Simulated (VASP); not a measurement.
# Sc3Cu2 (Pm-3m) in VASP: density of states with PBE

Aim: the density of states of Sc3Cu2 with PBE.

All numbers are computed with VASP 6.6.1; they aren't measurements. Logs are shortened: lines on timing, memory, paths and dates and some standing lists are left out, and cuts for length are marked.

## Step 1: The cell of the first run

Symmetry: Pm-3m, No. 221, cubic system. The conventional cell has a = 4.907 Å, b = 4.907 Å, c = 4.907 Å, α = 90.00°, β = 90.00°, γ = 90.00°. Sc (site symmetry 4/mmm) has 2 Cu at 2.45 Å within 3.2 Å. Within 4.6 Å of Cu (site symmetry m-3m) lie 12 Sc at 3.47 Å and 8 Cu at 4.25 Å. Within 3.2 Å of Cu (site symmetry m-3m) lie 6 Sc at 2.45 Å.

## Step 2: Density of states, PBE

POSCAR reads:

```
Sc3Cu2
1.0
    4.9070101559      0.0000000000      0.0000000000
    0.0000000000      4.9070101559      0.0000000000
    0.0000000000      0.0000000000      4.9070101559
Sc Cu
3 2
Direct
    0.0000000000      0.5000000000      0.5000000000
    0.5000000000      0.0000000000      0.5000000000
    0.5000000000      0.5000000000      0.0000000000
    0.0000000000      0.0000000000      0.0000000000
    0.5000000000      0.5000000000      0.5000000000
```

INCAR.step1 reads:

```
PREC = Accurate ; ENCUT = 520
EDIFF = 1E-6 ; ISMEAR = 0
SIGMA = 0.1 ; LREAL = F
LASPH = T ; NELM = 80
ALGO = Fast ; ISIF = 2
LWAVE = F ; LCHARG = T
LMAXMIX = 4 ; GGA = PE
NBANDS = 36
```

KPOINTS.step1 reads:

```
regular mesh
0
Gamma
  8 8 8
```

INCAR.step2 reads:

```
PREC = Accurate ; ENCUT = 520
EDIFF = 1E-6 ; ISMEAR = -5
SIGMA = 0.1 ; LREAL = F
LASPH = T ; NELM = 80
ALGO = Fast ; ISIF = 2
LWAVE = F ; LCHARG = F
LMAXMIX = 4 ; GGA = PE
LORBIT = 10 ; NEDOS = 2001
ICHARG = 11
```

KPOINTS.step2 reads:

```
regular mesh
0
Gamma
  12 12 12
```

Potentials or basis: VASP PAW PBE potentials, release 64 (Sc_sv, Cu).

Started as:

```console
cat potpaw_PBE.64/Sc_sv/POTCAR potpaw_PBE.64/Cu/POTCAR > POTCAR
cp INCAR.step1 INCAR
cp KPOINTS.step1 KPOINTS
mpirun -np 1 vasp_std > vasp.out
cp INCAR.step2 INCAR
cp KPOINTS.step2 KPOINTS
mpirun -np 1 vasp_std > vasp.out
```

OUTCAR:

```text
PREC = Accurate
   ENCUT = 520
   EDIFF = 1E-6
   ISMEAR = -5
   LREAL = F
   LASPH = T
   NELM = 80
   ISIF = 2
   GGA = PE
   LORBIT = 10
   ICHARG = 11

 ion  position               nearest neighbor table
   1  0.000  0.500  0.500-   5 2.45   5 2.45
   2  0.500  0.000  0.500-   5 2.45   5 2.45
   3  0.500  0.500  0.000-   5 2.45   5 2.45
   4  0.000  0.000  0.000-
   5  0.500  0.500  0.500-   1 2.45   2 2.45   3 2.45   3 2.45   2 2.45   1 2.45

  LATTYP: Found a simple cubic cell.
 ALAT       =     4.9070101559

  Lattice vectors:

 A1 = (   4.9070101559,   0.0000000000,   0.0000000000)
 A2 = (   0.0000000000,   4.9070101559,   0.0000000000)
 A3 = (   0.0000000000,   0.0000000000,   4.9070101559)

Analysis of symmetry for initial positions (statically):
=====================================================================
 Subroutine PRICEL returns:
 Original cell was already a primitive cell.

 Routine SETGRP: Setting up the symmetry group for a
 simple cubic supercell.

 Subroutine GETGRP returns: Found 48 space group operations
 (whereof 48 operations were pure point group operations)
 out of a pool of 48 trial point group operations.

The static configuration has the point symmetry O_h .

Analysis of symmetry for dynamics (positions and initial velocities):
=====================================================================
 Subroutine PRICEL returns:
 Original cell was already a primitive cell.

 Routine SETGRP: Setting up the symmetry group for a
 simple cubic supercell.

 Subroutine GETGRP returns: Found 48 space group operations
 (whereof 48 operations were pure point group operations)
 out of a pool of 48 trial point group operations.

The dynamic configuration has the point symmetry O_h .

 Subroutine INISYM returns: Found 48 space group operations
 (whereof 48 operations are pure point group operations),
 and found     1 'primitive' translations

----------------------------------------------------------------------------------------

                                     Primitive cell

  volume of cell :     118.1547

  direct lattice vectors                    reciprocal lattice vectors
     4.907010156  0.000000000  0.000000000     0.203790082  0.000000000  0.000000000
     0.000000000  4.907010156  0.000000000     0.000000000  0.203790082  0.000000000
     0.000000000  0.000000000  4.907010156     0.000000000  0.000000000  0.203790082

  length of vectors
     4.907010156  4.907010156  4.907010156     0.203790082  0.203790082  0.203790082

  position of ions in fractional coordinates (direct lattice)
     0.000000000  0.500000000  0.500000000
     0.500000000  0.000000000  0.500000000
     0.500000000  0.500000000  0.000000000
     0.000000000  0.000000000  0.000000000
     0.500000000  0.500000000  0.500000000

  ion indices of the primitive-cell ions
   primitive index   ion index
                 1           1
                 2           2
                 3           3
                 4           4
                 5           5

----------------------------------------------------------------------------------------

 KPOINTS: regular mesh

Automatic generation of k-mesh.
 Grid dimensions read from file:
 generate k-points for:   12   12   12

 Generating k-lattice:

  Cartesian coordinates                     Fractional coordinates (reciprocal lattice)
     0.016982507  0.000000000  0.000000000     0.083333333  0.000000000  0.000000000
     0.000000000  0.016982507  0.000000000     0.000000000  0.083333333  0.000000000
     0.000000000  0.000000000  0.016982507     0.000000000  0.000000000  0.083333333

  Length of vectors
     0.016982507  0.016982507  0.016982507

  Shift w.r.t. Gamma in fractional coordinates (k-lattice)
     0.000000000  0.000000000  0.000000000

 TETIRR: Found    854 inequivalent tetrahedra from    10368

 Subroutine IBZKPT returns following result:
 ===========================================

 Found     84 irreducible k-points:

 Following reciprocal coordinates:
            Coordinates               Weight
  0.000000  0.000000  0.000000      1.000000
  0.083333  0.000000  0.000000      6.000000
  0.166667  0.000000  0.000000      6.000000
  0.250000  0.000000  0.000000      6.000000
  0.333333  0.000000  0.000000      6.000000
  0.416667  0.000000  0.000000      6.000000
[... 16 lines left out ...]
  0.333333  0.333333  0.000000     12.000000
  0.416667  0.333333  0.000000     24.000000
 [... further k-points ...]
   k-points           NKPTS =     84   k-points in BZ     NKDIM =     84   number of bands    NBANDS=     33
   number of dos      NEDOS =   2001   number of ions     NIONS =      5
   total plane-waves  NPLWV =  46656
   dimension x,y,z NGX =    36 NGY =   36 NGZ =   36
   dimension x,y,z NGXF=    72 NGYF=   72 NGZF=   72
   ions per type =               3   2
   NGX,Y,Z   is equivalent  to a cutoff of  12.20, 12.20, 12.20 a.u.
   NGXF,Y,Z  is equivalent  to a cutoff of  24.39, 24.39, 24.39 a.u.
 SYSTEM =  unknown system
   PREC   = accura    normal or accurate (medium, high low for compatibility)
   ISTART =      0    job   : 0-new  1-cont  2-samecut
   ICHARG =     11    charge: 1-file 2-atom 10-const
   ISPIN  =      1    spin polarized calculation?
   LNONCOLLINEAR =      F non collinear calculations
   LSORBIT =      F    spin-orbit coupling
   LASPH  =      T    aspherical Exc in radial PAW
   ENCUT  =  520.0 eV  38.22 Ry    6.18 a.u.   9.12  9.12  9.12*2*pi/ulx,y,z
   NELM   =     80;   NELMIN=  2; NELMDL=  0     # of ELM steps
   EDIFF  = 0.1E-05   stopping-criterion for ELM
   LREAL  =      F    real-space projection
   EDIFFG = 0.1E-04   stopping-criterion for IOM
   NSW    =      0    number of steps for IOM
   IBRION =     -1    ionic relax: 0-MD 1-quasi-New 2-CG
   NFREE  =      0    steps in history (QN), initial steepest desc. (CG)
   ISIF   =      2    stress and relaxation
   ISYM   =      2    0-nonsym 1-usesym 2-fastsym
   POTIM  = 0.5000    time-step for ionic-motion
   TEBEG  =    0.0;   TEEND  =   0.0 temperature during run
   PSTRESS=    0.0 pullay stress
   NELECT =      55.0000    total number of electrons
   NUPDOWN=      -1.0000    fix difference up-down
   EMIN   =  10.00;   EMAX   =-10.00  energy-range for DOS
   EFERMI =   0.00;   METHOD = LEGACY
   ISMEAR =    -5;   SIGMA  =   0.10  broadening in eV -4-tet -1-fermi 0-gaus
   EFERMI_NEDOS =   21; number of points for ismear=-14 and -15
   IALGO  =     68    algorithm
   IMIX   =      4    mixing-type and parameters
     AMIX     =   0.40;   BMIX     =  1.00
     AMIX_MAG =   1.60;   BMIX_MAG =  1.00
  volume/ion in A,a.u.               =      23.63       159.47
  Fermi-wavevector in a.u.,A,eV,Ry     =   1.268758  2.397605 21.901933  1.609747
  Thomas-Fermi vector in A             =   2.401836
   LORBIT       =     10    0 simple, 1 ext, 2 COOP (PROOUT), +10 PAW based schemes
   GGA     = PE    functional components
   LHFCALC =     F    Hartree Fock is set to
   AEXX    =    0.0000 exact exchange contribution
   IVDW    =     0    specifies the selected vdW correction
   LEPSILON=     F    determine dielectric tensor
   LRPA    =     F    only Hartree local field effects (RPA)
 non-spin polarized calculation
 RMM-DIIS sequential band-by-band and
 Fermi weights with tetrahedron method with Bloechl corrections
  energy-cutoff  :      520.00
  volume of cell :      118.15
 maximum number of plane-waves:      3203

 number of electron      54.9999912 magnetization

 Free energy of the ion-electron system (eV)
  ---------------------------------------------------
  ext. energy  EPLUGINS =         0.00000000
  ---------------------------------------------------
  free energy    TOTEN  =       -24.26670966 eV

  energy without entropy =      -24.26670966  energy(sigma->0) =      -24.26670966

 E-fermi :   3.4799     XC(G=0):  -9.6248

 val. band max:        3.5424020831   @ k =   0.5000   0.0000   0.0000
 cond. band min:       3.4778665327   @ k =   0.5000   0.4167   0.3333
 fundamental gap:     -0.0645355505
 Fermi energy:         3.4798920110

 k-point     1 :       0.0000    0.0000    0.0000
  band No.  band energies     occupation
      1     -46.5444      2.00000
      2     -46.5169      2.00000
      3     -46.5169      2.00000
      4     -25.2371      2.00000
      5     -25.2371      2.00000
      6     -25.2371      2.00000
[... 25 lines left out ...]
     32       4.0297      0.00000
     33       5.4628      0.00000

 k-point     2 :       0.0833    0.0000    0.0000
  band No.  band energies     occupation
      1     -46.5440      2.00000
      2     -46.5173      2.00000
      3     -46.5169      2.00000
      4     -25.2359      2.00000
      5     -25.2359      2.00000
      6     -25.2356      2.00000
[... 25 lines left out ...]
     32       4.0742      0.00000
     33       5.5439      0.00000

 k-point     3 :       0.1667    0.0000    0.0000
  band No.  band energies     occupation
      1     -46.5428      2.00000
      2     -46.5184      2.00000
      3     -46.5169      2.00000
      4     -25.2324      2.00000
      5     -25.2324      2.00000
      6     -25.2312      2.00000
[... 25 lines left out ...]
     32       4.1455      0.00000
     33       5.5012      0.00000

 k-point     4 :       0.2500    0.0000    0.0000
  band No.  band energies     occupation
      1     -46.5408      2.00000
      2     -46.5201      2.00000
      3     -46.5169      2.00000
      4     -25.2272      2.00000
      5     -25.2272      2.00000
      6     -25.2247      2.00000
[... 673 lines left out ...]
     32       4.5459      0.00000
     33       4.9073      0.00000

 k-point    23 :       0.3333    0.3333    0.0000
  band No.  band energies     occupation
      1     -46.5334      2.00000
      2     -46.5231      2.00000
      3     -46.5203      2.00000
      4     -25.2447      2.00000
      5     -25.2070      2.00000
      6     -25.2022      2.00000
[... 25 lines left out ...]
     32       4.5296      0.00000
     33       5.0365      0.00000

 k-point    24 :       0.4167    0.3333    0.0000
  band No.  band energies     occupation
      1     -46.5314      2.00000
      2     -46.5244      2.00000
      3     -46.5210      2.00000
      4     -25.2480      2.00000
      5     -25.2024      2.00000
      6     -25.2022      2.00000
[... 25 lines left out ...]
     32       4.6378      0.00000
     33       4.9806      0.00000

 [... further k-points ...]
[... 5 lines left out ...]
  --------------------------------------------------------------------------------------
  -------------------------------------------------------------------------------------
  Total        0.5680238      0.5680238      0.5680238     -0.0000000      0.0000000      0.0000000
  in kB        7.7024033      7.7024033      7.7024033     -0.0000000      0.0000000      0.0000000
  external PRESSURE =       7.7024033 kB  Pullay stress =       0.0000000 kB

 VOLUME and BASIS-vectors are now :
 -----------------------------------------------------------------------------
  energy-cutoff  :      520.00
  volume of cell :      118.15
      direct lattice vectors                 reciprocal lattice vectors
     4.907010156  0.000000000  0.000000000     0.203790082  0.000000000  0.000000000
     0.000000000  4.907010156  0.000000000     0.000000000  0.203790082  0.000000000
     0.000000000  0.000000000  4.907010156     0.000000000  0.000000000  0.203790082

 POSITION                                       TOTAL-FORCE (eV/Angst)
 -----------------------------------------------------------------------------------
      0.00000      2.45351      2.45351         0.000000      0.000000      0.000000
      2.45351      0.00000      2.45351         0.000000      0.000000      0.000000
      2.45351      2.45351      0.00000         0.000000      0.000000      0.000000
      0.00000      0.00000      0.00000         0.000000      0.000000      0.000000
      2.45351      2.45351      2.45351         0.000000      0.000000      0.000000
 -----------------------------------------------------------------------------------
    total drift:                                0.000000      0.000000      0.000000

  FREE ENERGIE OF THE ION-ELECTRON SYSTEM (eV)
  ---------------------------------------------------
  free  energy   TOTEN  =       -24.2667096619 eV

  energy  without entropy=      -24.2667096619  energy(sigma->0) =      -24.26670966

 total charge

# of ion       s       p       d       tot
------------------------------------------
    1        2.254   6.115   0.982   9.351
    2        2.254   6.115   0.982   9.351
    3        2.254   6.115   0.982   9.351
    4        0.414   0.137   9.182   9.734
    5        0.715   0.500   9.065  10.279
--------------------------------------------------
tot          7.890  18.983  21.192  48.065
```

Wall time 11 min (1 thread of Oxide Virtual Turin-like, shared host); peak memory 0.36 GiB.

What came out:

| Quantity | Value |
| --- | --- |
| Valence electrons inside the program's atomic spheres | Sc 9.35; Cu 9.73, 10.28 |

Caveat: tetrahedron occupations give inexact forces and stress in metals.
